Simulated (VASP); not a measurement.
A run of VASP 6.6.1 is set up as follows.

INCAR

```
ALGO = Normal ; EDIFF = 1E-6
ENCUT = 500 ; GGA = PS
GGA_COMPAT = F ; ISIF = 2
ISMEAR = 0 ; LASPH = T
LCHARG = T ; LELF = T
LREAL = F ; LVHAR = T
LWAVE = F ; NBANDS = 16
NELM = 120 ; PREC = Accurate
SIGMA = 0.15
```

The input KPOINTS:

```
k-points
0
Gamma
  14 14 8
```

The input POSCAR:

```
InSb
1.0
    2.9147411475      0.0000000000      0.0000000000
    0.0000000000      3.0361886953      0.0000000000
    0.0000000000      0.0000000000      6.2182830229
In Sb
1 1
Direct
    0.0000000000      0.0000000000      0.0000000000
    0.0000000000      0.0000000000      0.5000000000
```

Potentials or basis: VASP PAW PBE potentials, release 64 (In_d, Sb).

Run with:

```console
$ cat potpaw_PBE.64/In_d/POTCAR potpaw_PBE.64/Sb/POTCAR > POTCAR
$ mpirun -np 1 vasp_std > vasp.out
```

(1) What does it give for the pressure?

(2) Predict the band gap on the k mesh.

Results:

(1) 1.6 GPa.

(2) zero (bands 9 and 10 overlap by 6.17 eV).

Caveat: the cell differs from its parent crystal (normal strain along x -0.0400, normal strain along z +0.0200); the PAW data sets were made with another functional, which shifts forces and pressure a little; spin-orbit coupling is left out, which moves the levels of the heavy elements.
